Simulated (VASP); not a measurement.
# LiFeAs (P4/nmm) in VASP: notebook

LiFeAs is run at these levels: LDA+U; tasks: single point.

Program: VASP 6.6.1. These are calculated values, not measurements. Logs are shortened: lines on timing, memory, paths and dates and some standing lists are left out, and cuts for length are marked.

## Step 1: The cell of the first run

Symmetry: P4/nmm, No. 129, tetragonal system. The conventional cell has a = 3.768 Å, b = 3.768 Å, c = 6.315 Å, α = 90.00°, β = 90.00°, γ = 90.00°. As (site symmetry 4mm) has 4 Fe at 2.40 Å and 5 Li at 2.64 to 2.75 Å within 3.2 Å. Fe (site symmetry -4m2) has 4 As at 2.40 Å and 4 Fe at 2.66 Å and 4 Li at 2.88 Å within 3.2 Å. Li (site symmetry 4mm) has 5 As at 2.64 to 2.75 Å and 4 Fe at 2.88 Å and 4 Li at 3.31 Å within 3.5 Å.

## Step 2: Single point, LDA+U, collinear spin, ferromagnetic start

INCAR

```
PREC     = Accurate       # precision mode
ENCUT    = 520            # plane-wave cutoff, eV
EDIFF    = 1E-6           # SCF threshold, eV
ISMEAR   = -1             # smearing method
SIGMA    = 0.05           # smearing width, eV
LREAL    = False          # projectors in reciprocal space
LASPH    = True           # aspherical terms in the spheres
NELM     = 150            # most SCF steps
ALGO     = Normal         # electronic algorithm
ISIF     = 2              # what is computed and relaxed
LWAVE    = False          # write WAVECAR
LCHARG   = False          # write CHGCAR
ISPIN    = 2              # spin polarisation
MAGMOM   = 0 0 4 4 0 0    # initial moments
LORBIT   = 11             # projections on sites
LMAXMIX  = 4              # l up to which the mixer works
LDAU     = True           # DFT+U
LDAUTYPE = 2            
LDAUL    = -1 2 -1        # shell
LDAUU    = 0 4.5 0        # U, eV
LDAUJ    = 0 0 0        
LDAUPRINT= 1            
NBANDS   = 29             # bands
```

KPOINTS

```
regular mesh
0
Gamma
  6 6 4
```

POSCAR

```
LiFeAs
1.0
    3.7678000000      0.0000000000      0.0000000000
    0.0000000000      3.7678000000      0.0000000000
    0.0000000000      0.0000000000      6.3151000000
As Fe Li
2 2 2
Direct
    0.5000000000      0.0000000000      0.2362600000
    0.0000000000      0.5000000000      0.7637400000
    0.0000000000      0.0000000000      0.0000000000
    0.5000000000      0.5000000000      0.0000000000
    0.5000000000      0.0000000000      0.6550000000
    0.0000000000      0.5000000000      0.3450000000
```

Potentials or basis: VASP PAW LDA potentials, release 64 (As, Fe, Li_sv).

Started as:

```sh
> cat potpaw_LDA.64/As/POTCAR potpaw_LDA.64/Fe/POTCAR potpaw_LDA.64/Li_sv/POTCAR > POTCAR
> mpirun -np 1 vasp_std > vasp.out
```

OUTCAR:

```text
PREC = Accurate
   ENCUT = 520
   EDIFF = 1E-6
   ISMEAR = -1
   LREAL = False
   LASPH = True
   NELM = 150
   ISIF = 2
   ISPIN = 2
   LORBIT = 11

 ion  position               nearest neighbor table
   1  0.500  0.000  0.236-   3 2.40   4 2.40   4 2.40   3 2.40   5 2.64   6 2.75   6 2.75   6 2.75
                             6 2.75
   2  0.000  0.500  0.764-   3 2.40   4 2.40   3 2.40   4 2.40   6 2.64   5 2.75   5 2.75   5 2.75
                             5 2.75
   3  0.000  0.000  0.000-   1 2.40   2 2.40   2 2.40   1 2.40   4 2.66   4 2.66   4 2.66   4 2.66

   4  0.500  0.500  0.000-   1 2.40   2 2.40   1 2.40   2 2.40   3 2.66   3 2.66   3 2.66   3 2.66

   5  0.500  0.000  0.655-   1 2.64   2 2.75   2 2.75   2 2.75   2 2.75
   6  0.000  0.500  0.345-   2 2.64   1 2.75   1 2.75   1 2.75   1 2.75

  LATTYP: Found a simple tetragonal cell.
 ALAT       =     3.7678000000
 C/A-ratio  =     1.6760709167

  Lattice vectors:

 A1 = (   3.7678000000,   0.0000000000,   0.0000000000)
 A2 = (   0.0000000000,   3.7678000000,   0.0000000000)
 A3 = (   0.0000000000,   0.0000000000,   6.3151000000)

Analysis of symmetry for initial positions (statically):
=====================================================================
 Subroutine PRICEL returns:
 Original cell was already a primitive cell.

 Routine SETGRP: Setting up the symmetry group for a
 simple tetragonal supercell.

 Subroutine GETGRP returns: Found 16 space group operations
 (whereof  8 operations were pure point group operations)
 out of a pool of 16 trial point group operations.

The static configuration has the point symmetry D_2d.
 The point group associated with its full space group is D_4h.

Analysis of symmetry for dynamics (positions and initial velocities):
=====================================================================
 Subroutine PRICEL returns:
 Original cell was already a primitive cell.

 Routine SETGRP: Setting up the symmetry group for a
 simple tetragonal supercell.

 Subroutine GETGRP returns: Found 16 space group operations
 (whereof  8 operations were pure point group operations)
 out of a pool of 16 trial point group operations.

The dynamic configuration has the point symmetry D_2d.
 The point group associated with its full space group is D_4h.

Analysis of structural, dynamic, and magnetic symmetry:
=====================================================================
[... 222 lines left out ...]
  o =  0.9424  v =  1.0000  0.0000  0.0000  0.0000  0.0000  0.0000  0.0000  0.0000  0.0000  0.0000      0.0000  0.0000  0.0000  0.0000  0.0000  0.0000  0.0000  0.0000  0.0000  0.0000
  o =  0.9461  v =  0.0000  0.0000  0.0000 -0.0000 -1.0000  0.0000  0.0000  0.0000  0.0000  0.0000      0.0000  0.0000  0.0000  0.0000  0.0000  0.0000  0.0000  0.0000  0.0000  0.0000
  o =  0.9514  v =  0.0000 -0.0000  1.0000 -0.0000  0.0000  0.0000  0.0000  0.0000  0.0000  0.0000      0.0000  0.0000  0.0000  0.0000  0.0000  0.0000  0.0000  0.0000  0.0000  0.0000

 number of electron      32.0000004 magnetization       6.3537872

 Free energy of the ion-electron system (eV)
  ---------------------------------------------------
  ext. energy  EPLUGINS =         0.00000000
  ---------------------------------------------------
  free energy    TOTEN  =       -28.77151574 eV

  energy without entropy =      -28.73972774  energy(sigma->0) =      -28.75562174

 E-fermi :   4.5984     XC(G=0): -10.4820

 val. band max:        4.5910950727   @ k =   0.1667   0.1667   0.0000
 cond. band min:       4.6044120222   @ k =   0.1667   0.0000   0.0000
 fundamental gap:      0.0133169496
 Fermi energy:         4.5984043900

 spin component 1

 k-point     1 :       0.0000    0.0000    0.0000
  band No.  band energies     occupation
      1     -40.3941      1.00000
      2     -40.3879      1.00000
      3      -7.8904      1.00000
      4      -6.6259      1.00000
      5      -2.2004      1.00000
      6      -1.7460      1.00000
[... 1481 lines left out ...]
     27      13.7038      0.00000
     28      13.7038      0.00000

 [... further k-points ...]

 [bands above 28 left out]

------------------------ aborting loop because EDIFF is reached ----------------------------------------

  FORCE on cell =-STRESS in cart. coord.  units (eV):
  Direction    XX          YY          ZZ          XY          YZ          ZX
  --------------------------------------------------------------------------------------
  -------------------------------------------------------------------------------------
  Total        0.7170710      0.7170710      3.2178195      0.0000000     -0.0000000      0.0000000
  in kB       12.8149475     12.8149475     57.5064226      0.0000000     -0.0000000      0.0000000
  external PRESSURE =      27.7121059 kB  Pullay stress =       0.0000000 kB

 VOLUME and BASIS-vectors are now :
 -----------------------------------------------------------------------------
  energy-cutoff  :      520.00
  volume of cell :       89.65
      direct lattice vectors                 reciprocal lattice vectors
     3.767800000  0.000000000  0.000000000     0.265406869  0.000000000  0.000000000
     0.000000000  3.767800000  0.000000000     0.000000000  0.265406869  0.000000000
     0.000000000  0.000000000  6.315100000     0.000000000  0.000000000  0.158350620

 POSITION                                       TOTAL-FORCE (eV/Angst)
 -----------------------------------------------------------------------------------
      1.88390      0.00000      1.49201        -0.000000      0.000000      1.293364
      0.00000      1.88390      4.82309        -0.000000     -0.000000     -1.293364
      0.00000      0.00000      0.00000        -0.000000     -0.000000      0.000000
      1.88390      1.88390      0.00000         0.000000      0.000000      0.000000
      1.88390      0.00000      4.13639        -0.000000     -0.000000     -0.059423
      0.00000      1.88390      2.17871        -0.000000     -0.000000      0.059423
 -----------------------------------------------------------------------------------
    total drift:                                0.000000      0.000000      0.000000

  FREE ENERGIE OF THE ION-ELECTRON SYSTEM (eV)
  ---------------------------------------------------
  free  energy   TOTEN  =       -28.7715157357 eV

  energy  without entropy=      -28.7397277386  energy(sigma->0) =      -28.75562174

 total charge

# of ion       s       p       d       tot
------------------------------------------
    1        1.216   1.641   0.048   2.905
    2        1.216   1.641   0.048   2.905
    3        0.429   0.536   6.285   7.250
    4        0.429   0.536   6.285   7.250
    5        2.017   0.072   0.000   2.089
    6        2.017   0.072   0.000   2.089
--------------------------------------------------
tot          7.326   4.497  12.665  24.489

 magnetization (x)

# of ion       s       p       d       tot
------------------------------------------
    1        0.009  -0.017   0.003  -0.005
    2        0.009  -0.017   0.003  -0.005
    3        0.024   0.034   3.090   3.148
    4        0.024   0.034   3.090   3.148
    5       -0.000   0.000   0.000  -0.000
    6       -0.000   0.000   0.000  -0.000
--------------------------------------------------
tot          0.065   0.035   6.185   6.285
```

It took 3.7 min on 1 thread of Intel Xeon Platinum 8375C at 2.90GHz (Ice Lake), shared host; peak memory 0.24 GiB.

What came out:

```yaml
Free_energy: -28.7715 eV
Largest_force: 1.293 eV/Å
Net_moment: 6.35 μB per cell
Site_moments: As -0.01; Fe +3.15; Li -0.00 μB
Valence_electrons_inside_the_program's_atomic_spheres: As 2.90; Fe 7.25; Li 2.09
```

Forces in eV/Å, atoms in the order of the input:
```
As   0.000  0.000  1.293
As   0.000  0.000 -1.293
Fe   0.000  0.000  0.000
Fe   0.000  0.000  0.000
Li   0.000  0.000 -0.059
Li   0.000  0.000  0.059
```

Eigenvalues of the final occupation matrices:
| site | spin | trace | eigenvalues |
| --- | --- | --- | --- |
| site 3 d | 1 | 4.70 | 0.93 0.93 0.94 0.95 0.95 |
| site 3 d | 2 | 1.61 | 0.15 0.16 0.32 0.32 0.67 |
| site 4 d | 1 | 4.70 | 0.93 0.93 0.94 0.95 0.95 |
| site 4 d | 2 | 1.61 | 0.15 0.16 0.32 0.32 0.67 |

Caveat: the cutoff is under 1.25 times the usual one of these potentials, so pressure, stress and relaxed cells hold a basis-set (Pulay) error; the run started ferromagnetic, and an antiferromagnetic order may lie lower in energy; the U is typed as a test and isn't derived for this compound; forces of over 1 eV/Å act on the atoms, so gaps and moduli don't describe the material at rest.

## Step 3: Single point, LDA+U, collinear spin, antiferromagnetic start

INCAR

```
SYSTEM = LiFeAs
PREC = Accurate
ENCUT = 520
EDIFF = 1E-6
ISMEAR = -1
SIGMA = 0.05
LREAL = .False.
LASPH = .True.
NELM = 150
ALGO = Normal
ISIF = 2
LWAVE = .False.
LCHARG = .True.
ISPIN = 2
MAGMOM = 0 0 4 -4 0 0
LORBIT = 11
LMAXMIX = 4
LDAU = .True.
LDAUTYPE = 2
LDAUL = -1 2 -1
LDAUU = 0 4.5 0
LDAUJ = 0 0 0
LDAUPRINT = 1
LELF = .True.
LVHAR = .True.
NBANDS = 29
```

KPOINTS

```
Automatic mesh
0
Gamma
  6 6 4
  0 0 0
```

POSCAR is that of step 2.

Potentials or basis: VASP PAW LDA potentials, release 64 (As, Fe, Li_sv).

Started as:

```sh
> cat potpaw_LDA.64/As/POTCAR potpaw_LDA.64/Fe/POTCAR potpaw_LDA.64/Li_sv/POTCAR > POTCAR
> mpirun -np 1 vasp_std > vasp.out
```

OUTCAR:

```text
SYSTEM = LiFeAs
   PREC = Accurate
   ENCUT = 520
   EDIFF = 1E-6
   ISMEAR = -1
   LREAL = .False.
   LASPH = .True.
   NELM = 150
   ISIF = 2
   ISPIN = 2
   LORBIT = 11

 ion  position               nearest neighbor table
   1  0.500  0.000  0.236-   3 2.40   4 2.40   4 2.40   3 2.40   5 2.64   6 2.75   6 2.75   6 2.75
                             6 2.75
   2  0.000  0.500  0.764-   3 2.40   4 2.40   3 2.40   4 2.40   6 2.64   5 2.75   5 2.75   5 2.75
                             5 2.75
   3  0.000  0.000  0.000-   1 2.40   2 2.40   2 2.40   1 2.40   4 2.66   4 2.66   4 2.66   4 2.66

   4  0.500  0.500  0.000-   1 2.40   2 2.40   1 2.40   2 2.40   3 2.66   3 2.66   3 2.66   3 2.66

   5  0.500  0.000  0.655-   1 2.64   2 2.75   2 2.75   2 2.75   2 2.75
   6  0.000  0.500  0.345-   2 2.64   1 2.75   1 2.75   1 2.75   1 2.75

  LATTYP: Found a simple tetragonal cell.
 ALAT       =     3.7678000000
 C/A-ratio  =     1.6760709167

  Lattice vectors:

 A1 = (   3.7678000000,   0.0000000000,   0.0000000000)
 A2 = (   0.0000000000,   3.7678000000,   0.0000000000)
 A3 = (   0.0000000000,   0.0000000000,   6.3151000000)

[... 1781 lines left out ...]
  Total        1.9727258      1.9727258     -0.2632121      0.0000000      0.0000000      0.0000000
  in kB       35.2550541     35.2550541     -4.7039264      0.0000000      0.0000000      0.0000000
  external PRESSURE =      21.9353940 kB  Pullay stress =       0.0000000 kB

 VOLUME and BASIS-vectors are now :
 -----------------------------------------------------------------------------
  energy-cutoff  :      520.00
  volume of cell :       89.65
      direct lattice vectors                 reciprocal lattice vectors
     3.767800000  0.000000000  0.000000000     0.265406869  0.000000000  0.000000000
     0.000000000  3.767800000  0.000000000     0.000000000  0.265406869  0.000000000
     0.000000000  0.000000000  6.315100000     0.000000000  0.000000000  0.158350620

 POSITION                                       TOTAL-FORCE (eV/Angst)
 -----------------------------------------------------------------------------------
      1.88390      0.00000      1.49201         0.000000      0.000000      0.402100
      0.00000      1.88390      4.82309         0.000000      0.000000     -0.402100
      0.00000      0.00000      0.00000         0.000000     -0.000000      0.000000
      1.88390      1.88390      0.00000        -0.000000      0.000000      0.000000
      1.88390      0.00000      4.13639        -0.000000     -0.000000      0.055793
      0.00000      1.88390      2.17871         0.000000     -0.000000     -0.055793
 -----------------------------------------------------------------------------------
    total drift:                                0.000000      0.000000     -0.000000

  FREE ENERGIE OF THE ION-ELECTRON SYSTEM (eV)
  ---------------------------------------------------
  free  energy   TOTEN  =       -28.8517207451 eV

  energy  without entropy=      -28.8233595091  energy(sigma->0) =      -28.83754013

 total charge

# of ion       s       p       d       tot
------------------------------------------
    1        1.213   1.633   0.050   2.896
    2        1.213   1.633   0.050   2.896
    3        0.425   0.533   6.353   7.311
    4        0.425   0.533   6.353   7.311
    5        2.016   0.069   0.000   2.086
    6        2.016   0.069   0.000   2.086
--------------------------------------------------
tot          7.308   4.471  12.806  24.585

 magnetization (x)

# of ion       s       p       d       tot
------------------------------------------
    1        0.000   0.000   0.000   0.000
    2        0.000   0.000   0.000   0.000
    3        0.035   0.056   2.878   2.969
    4       -0.035  -0.056  -2.878  -2.969
    5        0.000   0.000   0.000   0.000
    6        0.000   0.000   0.000   0.000
--------------------------------------------------
tot          0.000   0.000   0.000   0.000
```

Run time: 3.8 min. Hardware: 1 thread of Intel Xeon Platinum 8375C at 2.90GHz (Ice Lake), shared host; peak memory 0.24 GiB.

What came out:

```yaml
Free_energy: -28.8517 eV
Largest_force: 0.402 eV/Å
Band_gap_on_the_k_mesh: zero (filled and empty bands overlap)
Net_moment: 0.00 μB per cell
Site_moments: As +0.00; Fe +2.97, -2.97; Li +0.00 μB
Valence_electrons_inside_the_program's_atomic_spheres: As 2.90; Fe 7.31; Li 2.09
```

Forces on the atoms (eV/Å):
```
As   0.000  0.000  0.402
As   0.000  0.000 -0.402
Fe   0.000  0.000  0.000
Fe   0.000  0.000  0.000
Li   0.000  0.000  0.056
Li   0.000  0.000 -0.056
```

Eigenvalues of the final occupation matrices:
```
    site  spin  trace               eigenvalues
site 3 d     1   4.63  0.90 0.92 0.93 0.93 0.95
site 3 d     2   1.75  0.08 0.14 0.20 0.66 0.66
site 4 d     1   1.75  0.08 0.14 0.20 0.66 0.66
site 4 d     2   4.63  0.90 0.92 0.93 0.93 0.95
```

Caveat: the cutoff is under 1.25 times the usual one of these potentials, so pressure, stress and relaxed cells hold a basis-set (Pulay) error; the antiferromagnetic order is the one typed at the start, and another may lie lower; the U is typed as a test and isn't derived for this compound. The state reached can hang on the start; a lower one may exist.

The gap in the log of VASP goes by the Fermi energy; the results here count the filled bands.